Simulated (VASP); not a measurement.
# LiH (Fm-3m) in VASP: notebook

LiH is run at these levels: PBE0, r2SCAN0, PBE-based global hybrid, PBE exchange alone; tasks: single point.

Program: VASP 6.6.1. These are calculated values, not measurements. Logs are shortened: lines on timing, memory, paths and dates and some standing lists are left out, and cuts for length are marked.

### 1 The cell of the first run

The structure is cubic, space group Fm-3m (No. 225). The conventional cell has a = 4.074 Å, b = 4.074 Å, c = 4.074 Å, α = 90.00°, β = 90.00°, γ = 90.00°. Li (site symmetry m-3m) has 6 H at 2.04 Å within 2.7 Å. Within 2.7 Å of H (site symmetry m-3m) lie 6 Li at 2.04 Å.

### 2 Single point, PBE0

Contents of POSCAR:

```
LiH
1.0
    0.0000000000      2.0367500000      2.0367500000
    2.0367500000      0.0000000000      2.0367500000
    2.0367500000      2.0367500000      0.0000000000
Li H
1 1
Direct
    0.0000000000      0.0000000000      0.0000000000
    0.5000000000      0.5000000000      0.5000000000
```

Contents of INCAR.step1:

```
PREC     = Accurate       # precision mode
ENCUT    = 520            # plane-wave cutoff, eV
EDIFF    = 1E-5           # SCF threshold, eV
ISMEAR   = -1             # smearing method
SIGMA    = 0.05           # smearing width, eV
LREAL    = False          # projectors in reciprocal space
LASPH    = True           # aspherical terms in the spheres
NELM     = 60             # most SCF steps
ALGO     = Normal         # electronic algorithm
ISIF     = 2              # what is computed and relaxed
LWAVE    = True           # write WAVECAR
LCHARG   = False          # write CHGCAR
NBANDS   = 9              # bands
GGA      = PE             # functional
```

Contents of INCAR.step2:

```
PREC     = Accurate       # precision mode
ENCUT    = 520            # plane-wave cutoff, eV
EDIFF    = 1E-6           # SCF threshold, eV
ISMEAR   = -1             # smearing method
SIGMA    = 0.05           # smearing width, eV
LREAL    = False          # projectors in reciprocal space
LASPH    = True           # aspherical terms in the spheres
NELM     = 60             # most SCF steps
ALGO     = Normal         # electronic algorithm
ISIF     = 2              # what is computed and relaxed
LWAVE    = False          # write WAVECAR
LCHARG   = False          # write CHGCAR
GGA      = PE             # functional
LHFCALC  = True           # exact exchange
AEXX     = 0.25           # exact-exchange fraction
PRECFOCK = Normal       
NBANDS   = 9              # bands
ISTART   = 1
```

Contents of KPOINTS:

```
regular mesh
0
Gamma
  6 6 6
```

Potentials or basis: VASP PAW PBE potentials, release 64 (Li_sv, H).

Launch:

```bash
$ cat potpaw_PBE.64/Li_sv/POTCAR potpaw_PBE.64/H/POTCAR > POTCAR
$ cp INCAR.step1 INCAR
$ mpirun -np 1 vasp_std > vasp.out
$ cp INCAR.step2 INCAR
$ mpirun -np 1 vasp_std > vasp.out
```

OUTCAR:

```text
PREC = Accurate
   ENCUT = 520
   EDIFF = 1E-6
   ISMEAR = -1
   LREAL = False
   LASPH = True
   NELM = 60
   ISIF = 2
   GGA = PE
   LHFCALC = True
   AEXX = 0.25
   PRECFOCK = Normal
   ISTART = 1

 ion  position               nearest neighbor table
   1  0.000  0.000  0.000-
   2  0.500  0.500  0.500-

  LATTYP: Found a face centered cubic cell.
 ALAT       =     4.0735000000

  Lattice vectors:

 A1 = (   0.0000000000,   2.0367500000,   2.0367500000)
 A2 = (   2.0367500000,   0.0000000000,   2.0367500000)
 A3 = (   2.0367500000,   2.0367500000,   0.0000000000)

Analysis of symmetry for initial positions (statically):
=====================================================================
 Subroutine PRICEL returns:
 Original cell was already a primitive cell.

 Routine SETGRP: Setting up the symmetry group for a
 face centered cubic supercell.

 Subroutine GETGRP returns: Found 48 space group operations
 (whereof 48 operations were pure point group operations)
 out of a pool of 48 trial point group operations.

The static configuration has the point symmetry O_h .

Analysis of symmetry for dynamics (positions and initial velocities):
=====================================================================
 Subroutine PRICEL returns:
 Original cell was already a primitive cell.

 Routine SETGRP: Setting up the symmetry group for a
 face centered cubic supercell.

 Subroutine GETGRP returns: Found 48 space group operations
 (whereof 48 operations were pure point group operations)
 out of a pool of 48 trial point group operations.

The dynamic configuration has the point symmetry O_h .

 Subroutine INISYM returns: Found 48 space group operations
 (whereof 48 operations are pure point group operations),
 and found     1 'primitive' translations

----------------------------------------------------------------------------------------

                                     Primitive cell

  volume of cell :      16.8983

  direct lattice vectors                    reciprocal lattice vectors
     0.000000000  2.036750000  2.036750000    -0.245489137  0.245489137  0.245489137
     2.036750000  0.000000000  2.036750000     0.245489137 -0.245489137  0.245489137
     2.036750000  2.036750000  0.000000000     0.245489137  0.245489137 -0.245489137

  length of vectors
     2.880399473  2.880399473  2.880399473     0.425199658  0.425199658  0.425199658

  position of ions in fractional coordinates (direct lattice)
     0.000000000  0.000000000  0.000000000
     0.500000000  0.500000000  0.500000000

  ion indices of the primitive-cell ions
   primitive index   ion index
                 1           1
                 2           2

----------------------------------------------------------------------------------------

 KPOINTS: regular mesh

Automatic generation of k-mesh.
 Grid dimensions read from file:
 generate k-points for:    6    6    6

 Generating k-lattice:

  Cartesian coordinates                     Fractional coordinates (reciprocal lattice)
    -0.040914856  0.040914856  0.040914856     0.166666667  0.000000000  0.000000000
     0.040914856 -0.040914856  0.040914856     0.000000000  0.166666667  0.000000000
     0.040914856  0.040914856 -0.040914856     0.000000000  0.000000000  0.166666667

  Length of vectors
     0.070866610  0.070866610  0.070866610

  Shift w.r.t. Gamma in fractional coordinates (k-lattice)
     0.000000000  0.000000000  0.000000000

 Subroutine IBZKPT returns following result:
 ===========================================

 Found     16 irreducible k-points:

 Following reciprocal coordinates:
            Coordinates               Weight
  0.000000  0.000000  0.000000      1.000000
  0.166667  0.000000  0.000000      8.000000
  0.333333  0.000000  0.000000      8.000000
  0.500000  0.000000  0.000000      4.000000
  0.166667  0.166667  0.000000      6.000000
  0.333333  0.166667  0.000000     24.000000
[... 8 lines left out ...]
 -0.333333  0.333333  0.166667     24.000000
 -0.333333  0.500000  0.166667     12.000000
   k-points           NKPTS =     16   k-points in BZ     NKDIM =    216   number of bands    NBANDS=      9
   number of dos      NEDOS =    301   number of ions     NIONS =      2
   total plane-waves  NPLWV =  13824
   dimension x,y,z NGX =    24 NGY =   24 NGZ =   24
   dimension x,y,z NGXF=    48 NGYF=   48 NGZF=   48
   ions per type =               1   1
   NGX,Y,Z   is equivalent  to a cutoff of  13.85, 13.85, 13.85 a.u.
   NGXF,Y,Z  is equivalent  to a cutoff of  27.70, 27.70, 27.70 a.u.
 SYSTEM =  unknown system
   PREC   = accura    normal or accurate (medium, high low for compatibility)
   ISTART =      1    job   : 0-new  1-cont  2-samecut
   ICHARG =      0    charge: 1-file 2-atom 10-const
   ISPIN  =      1    spin polarized calculation?
   LNONCOLLINEAR =      F non collinear calculations
   LSORBIT =      F    spin-orbit coupling
   LASPH  =      T    aspherical Exc in radial PAW
   ENCUT  =  520.0 eV  38.22 Ry    6.18 a.u.   5.36  5.36  5.36*2*pi/ulx,y,z
   NELM   =     60;   NELMIN=  2; NELMDL=  0     # of ELM steps
   EDIFF  = 0.1E-05   stopping-criterion for ELM
   LREAL  =      F    real-space projection
   EDIFFG = 0.1E-04   stopping-criterion for IOM
   NSW    =      0    number of steps for IOM
   IBRION =     -1    ionic relax: 0-MD 1-quasi-New 2-CG
   NFREE  =      0    steps in history (QN), initial steepest desc. (CG)
   ISIF   =      2    stress and relaxation
   ISYM   =      3    0-nonsym 1-usesym 2-fastsym
   POTIM  = 0.5000    time-step for ionic-motion
   TEBEG  =    0.0;   TEEND  =   0.0 temperature during run
   PSTRESS=    0.0 pullay stress
   NELECT =       4.0000    total number of electrons
   NUPDOWN=      -1.0000    fix difference up-down
   EMIN   =  10.00;   EMAX   =-10.00  energy-range for DOS
   EFERMI =   0.00;   METHOD = LEGACY
   ISMEAR =    -1;   SIGMA  =   0.05  broadening in eV -4-tet -1-fermi 0-gaus
   EFERMI_NEDOS =   21; number of points for ismear=-14 and -15
   IALGO  =     38    algorithm
   IMIX   =      1    mixing-type and parameters
     AMIX     =   0.40;   BMIX     =  1.00
     AMIX_MAG =   1.60;   BMIX_MAG =  1.00
  volume/ion in A,a.u.               =       8.45        57.02
  Fermi-wavevector in a.u.,A,eV,Ry     =   1.012699  1.913724 13.953585  1.025560
  Thomas-Fermi vector in A             =   2.145824
   LORBIT       =      0    0 simple, 1 ext, 2 COOP (PROOUT), +10 PAW based schemes
   GGA     = PE    functional components
   LHFCALC =     T    Hartree Fock is set to
   PRECFOCK=normal    Normal, Fast or Accurate (Low or Medium for compatibility)
   ENCUT4O =  -1.0   cutoff for four orbital integrals eV
   NKREDX  =     1    reduce k-point grid by
   NKREDY  =     1    reduce k-point grid by
   NKREDZ  =     1    reduce k-point grid by
   AEXX    =    0.2500 exact exchange contribution
   HFSCREEN=    0.0000 screening length (either q_TF or 0.3 A-1)
   HFSCREENC=   0.0000 screening length for correlation (either q_TF or 0.3 A-1)
   ENCUTFOCK=  -1.0 apply spherical cutoff to Coloumb kernel
   IVDW    =     0    specifies the selected vdW correction
   LEPSILON=     F    determine dielectric tensor
   LRPA    =     F    only Hartree local field effects (RPA)
 non-spin polarized calculation
  energy-cutoff  :      520.00
  volume of cell :       16.90
 maximum number of plane-waves:       468
 NGX is ok and might be reduce to    24
  NGX = 18; NGY = 18; NGZ = 18

 number of electron       3.9999999 magnetization

 Free energy of the ion-electron system (eV)
  ---------------------------------------------------
  ext. energy  EPLUGINS =         0.00000000
  ---------------------------------------------------
  free energy    TOTEN  =        -7.13363978 eV

  energy without entropy =       -7.13363978  energy(sigma->0) =       -7.13363978

 E-fermi :   0.0216     XC(G=0):  -6.6143

 val. band max:       -1.1972715261   @ k =   0.5000   0.5000   0.0000
 cond. band min:       3.5276058897   @ k =   0.5000   0.5000   0.0000
 fundamental gap:      4.7248774159
 Fermi energy:         0.0215534714

 k-point     1 :       0.0000    0.0000    0.0000
  band No.  band energies     occupation
      1     -48.5829      2.00000
      2      -7.1259      2.00000
      3      16.8612      0.00000
      4      18.5559      0.00000
      5      18.5559      0.00000
      6      18.5559      0.00000
      7      23.0399      0.00000
      8      23.0399      0.00000
      9      23.0399      0.00000

 k-point     2 :       0.1667    0.0000    0.0000
  band No.  band energies     occupation
      1     -48.5722      2.00000
      2      -6.5742      2.00000
      3      13.1496      0.00000
      4      16.7418      0.00000
      5      17.7222      0.00000
      6      17.7222      0.00000
      7      22.9006      0.00000
      8      24.3218      0.00000
      9      24.3218      0.00000

 k-point     3 :       0.3333    0.0000    0.0000
  band No.  band energies     occupation
      1     -48.5508      2.00000
      2      -5.0948      2.00000
      3       7.8675      0.00000
      4      15.0305      0.00000
      5      17.0920      0.00000
      6      17.0920      0.00000
      7      21.1841      0.00000
      8      21.1842      0.00000
      9      25.3827      0.00000

 k-point     4 :       0.5000    0.0000    0.0000
  band No.  band energies     occupation
      1     -48.5398      2.00000
      2      -3.9575      2.00000
      3       5.3819      0.00000
      4      14.3865      0.00000
      5      17.1431      0.00000
      6      17.1431      0.00000
      7      19.7030      0.00000
      8      19.7030      0.00000
      9      27.6077      0.00000
[... 109 lines left out ...]
 k-point    14 :       0.5000    0.3333    0.1667
  band No.  band energies     occupation
      1     -48.5377      2.00000
      2      -3.5556      2.00000
      3       7.7548      0.00000
      4       8.6826      0.00000
      5      13.5105      0.00000
      6      17.9271      0.00000
      7      21.2772      0.00000
      8      25.7253      0.00000
      9      29.5783      0.00000

 k-point    15 :      -0.3333    0.3333    0.1667
  band No.  band energies     occupation
      1     -48.5310      2.00000
      2      -2.3094      2.00000
      3       5.7405      0.00000
      4       7.7007      0.00000
      5      13.0577      0.00000
      6      17.6171      0.00000
      7      24.2965      0.00000
      8      26.0108      0.00000
      9      28.0189      0.00000

 k-point    16 :      -0.3333    0.5000    0.1667
  band No.  band energies     occupation
      1     -48.5282      2.00000
      2      -1.3633      2.00000
      3       4.5799      0.00000
      4       7.6551      0.00000
      5      12.1238      0.00000
      6      18.1637      0.00000
      7      20.3014      0.00000
      8      29.1696      0.00000
      9      29.6314      0.00000

------------------------ aborting loop because EDIFF is reached ----------------------------------------

  FORCE on cell =-STRESS in cart. coord.  units (eV):
  Direction    XX          YY          ZZ          XY          YZ          ZX
  --------------------------------------------------------------------------------------
  -------------------------------------------------------------------------------------
  Total       -0.2420452     -0.2420452     -0.2420452      0.0000000      0.0000000     -0.0000000
  in kB      -22.9490110    -22.9490110    -22.9490110      0.0000000      0.0000000     -0.0000000
  external PRESSURE =     -22.9490110 kB  Pullay stress =       0.0000000 kB

 VOLUME and BASIS-vectors are now :
 -----------------------------------------------------------------------------
  energy-cutoff  :      520.00
  volume of cell :       16.90
      direct lattice vectors                 reciprocal lattice vectors
     0.000000000  2.036750000  2.036750000    -0.245489137  0.245489137  0.245489137
     2.036750000  0.000000000  2.036750000     0.245489137 -0.245489137  0.245489137
     2.036750000  2.036750000  0.000000000     0.245489137  0.245489137 -0.245489137

 POSITION                                       TOTAL-FORCE (eV/Angst)
 -----------------------------------------------------------------------------------
      0.00000      0.00000      0.00000        -0.000000      0.000000      0.000000
      2.03675      2.03675      2.03675         0.000000      0.000000     -0.000000
 -----------------------------------------------------------------------------------
    total drift:                                0.000000      0.000000      0.000000

  FREE ENERGIE OF THE ION-ELECTRON SYSTEM (eV)
  ---------------------------------------------------
  free  energy   TOTEN  =        -7.1336397798 eV

  energy  without entropy=       -7.1336397798  energy(sigma->0) =       -7.13363978
```

Wall time 38 s (1 thread of Intel Xeon 6975P-C (Granite Rapids), shared host); peak memory 0.13 GiB.

What came out:

```yaml
Free_energy: -7.1336 eV
Band_gap_on_the_k_mesh: 4.72 eV, direct
```

Caveat: the k points lie up to 0.45 Å⁻¹ apart; the cutoff is under 1.25 times the usual one of these potentials, so pressure, stress and relaxed cells hold a basis-set (Pulay) error; the PAW data sets were made with another functional, which shifts forces and pressure a little.

### 3 Single point, r2SCAN0

POSCAR is that of step 2.

Contents of INCAR.step1:

```
ALGO = Normal ; EDIFF = 1E-5
ENCUT = 520 ; GGA = PE
ISIF = 2 ; ISMEAR = -1
LASPH = T ; LREAL = F
LWAVE = T ; NBANDS = 9
NELM = 60 ; PREC = Accurate
SIGMA = 0.05
```

Contents of INCAR.step2:

```
AEXX = 0.25 ; ALGO = Normal
EDIFF = 1E-6 ; ENCUT = 520
ISIF = 2 ; ISMEAR = -1
ISTART = 1 ; LASPH = T
LCHARG = T ; LELF = T
LHFCALC = T ; LMIXTAU = T
LREAL = F ; LVHAR = T
LWAVE = F ; METAGGA = R2SCAN
NBANDS = 9 ; NELM = 60
PREC = Accurate ; PRECFOCK = Normal
SIGMA = 0.05
```

Contents of KPOINTS:

```
k-points
0
Gamma
  6 6 6
```

Potentials or basis: VASP PAW PBE potentials, release 64 (Li_sv, H).

Launch:

```bash
$ cat potpaw_PBE.64/Li_sv/POTCAR potpaw_PBE.64/H/POTCAR > POTCAR
$ cp INCAR.step1 INCAR
$ mpirun -np 1 vasp_std > vasp.out
$ cp INCAR.step2 INCAR
$ mpirun -np 1 vasp_std > vasp.out
```

It took 86 s on 1 thread of Intel Xeon 6975P-C (Granite Rapids), shared host; peak memory 0.14 GiB.

Results (log left out):

* Free energy: -7.6047 eV
* Band gap on the k mesh: 5.16 eV, direct

Levels at points of the mesh, in eV from the valence-band top:
```csv
k point,band 1,band 2,band 3,band 4,band 5
"(0.00, 0.00, 0.00)",-48.44,-5.90,18.95,20.82,20.82
"(0.50, 0.00, 0.00)",-48.40,-2.74,7.08,16.38,19.47
"(0.50, 0.50, 0.00)",-48.39,0.00,5.16,13.34,13.34
```

Caveat: the k points lie up to 0.45 Å⁻¹ apart; the cutoff is under 1.25 times the usual one of these potentials, so pressure, stress and relaxed cells hold a basis-set (Pulay) error; the PAW data sets were made with another functional, which shifts forces and pressure a little. A k mesh can miss the band edges.

[end of part 1 of 2]
